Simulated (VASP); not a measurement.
Write the native input for VASP 6.6.1 that does the following.

```
Task                   : relaxation of cell and atoms
Functional             : PBEsol
Dispersion             : D3(BJ)
Potentials or basis    : VASP PAW PBE potentials, release 64 (Al, N)
Cutoff                 : 600 eV
k mesh                 : 8 × 8 × 8
Occupations            : gaussian, width 0.1 eV
Spin                   : no spin polarisation
Dipole correction      : no
Further INCAR settings : ALGO = Normal; EDIFF = 1e-07; IBRION = 2; EDIFFG = -0.05; NSW = 100; ISIF = 3
```

The structure of AlN (d3) lies in POSCAR:

```
AlN
1.0
    0.0000000000      2.0345180000      2.0345180000
    2.0345180000      0.0000000000      2.0345180000
    2.0345180000      2.0345180000      0.0000000000
Al N
1 1
Direct
    0.5000000000      0.5000000000      0.5000000000
    0.0000000000      0.0000000000      0.0000000000
```

The input as run:

INCAR

```
ALGO = Normal
EDIFF = 1E-7
EDIFFG = -0.05
ENCUT = 600
GGA = PS
GGA_COMPAT = F
IBRION = 2
ISIF = 3
ISMEAR = 0
IVDW = 12
LASPH = T
LCHARG = F
LREAL = F
LWAVE = F
NELM = 120
NELMIN = 4
NSW = 100
PREC = Accurate
SIGMA = 0.1
```

KPOINTS

```
k-points
0
Gamma
  8 8 8
```

Potentials or basis: VASP PAW PBE potentials, release 64 (Al, N).

Run with:

```sh
$ cat potpaw_PBE.64/Al/POTCAR potpaw_PBE.64/N/POTCAR > POTCAR
$ mpirun -np 1 vasp_std > vasp.out
```

It gave:

```
Relaxed volume                         : 8.09 Å³/atom
Relaxed cell                           : a = 2.839 Å, b = 2.839 Å, c = 2.839 Å, α = 60.00°, β = 60.00°, γ = 60.00°
Space group after relaxing (to 0.05 Å) : Fm-3m (No. 225)
Energy gained by relaxing              : 10.8 meV/atom
Ionic steps                            : 3
Pressure after relaxing                : 0.0 GPa
Band gap on the k mesh                 : 4.75 eV, indirect (least direct gap 5.97 eV)
Dispersion energy per atom             : -0.293 eV
```

Caveat: the PAW data sets were made with another functional, which shifts forces and pressure a little.

Run time: 7.6 s on 1 thread of Intel Xeon 6975P-C, with other jobs on the host, peak memory 0.15 GiB.
